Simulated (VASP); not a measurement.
Input of a VASP 6.6.1 run:

File INCAR:

```
SYSTEM = BaO
ALGO = Normal
EDIFF = 1E-6
ENCUT = 600
GGA = PS
GGA_COMPAT = .FALSE.
ISIF = 2
ISMEAR = 0
LASPH = .TRUE.
LCHARG = .TRUE.
LELF = .TRUE.
LREAL = .FALSE.
LVHAR = .TRUE.
LWAVE = .FALSE.
NBANDS = 15
NELM = 120
PREC = Accurate
SIGMA = 0.01
```

Contents of KPOINTS:

```
k-points
0
G
  8 8 8
  0 0 0
```

The input POSCAR:

```
BaO
1.0
    0.0000000000      2.7450625119      2.7450625119
    2.7450625119      0.0000000000      2.7450625119
    2.7450625119      2.7450625119      0.0000000000
Ba O
1 1
Direct
    0.0000000000      0.0000000000      0.0000000000
    0.5000000000      0.5000000000      0.5000000000
```

Potentials or basis: VASP PAW PBE potentials, release 64 (Ba_sv, O).

Command:

```console
$ cat potpaw_PBE.64/Ba_sv/POTCAR potpaw_PBE.64/O/POTCAR > POTCAR
$ mpirun -np 1 vasp_std > vasp.out
```

(1) Predict the band gap on the k mesh.

(2) What does it give for the pressure?

## Answers

(1) 1.77 eV.

(2) 1.8 GPa.

Caveat: the PAW data sets were made with another functional, which shifts forces and pressure a little; spin-orbit coupling is left out, which moves the levels of the heavy elements.
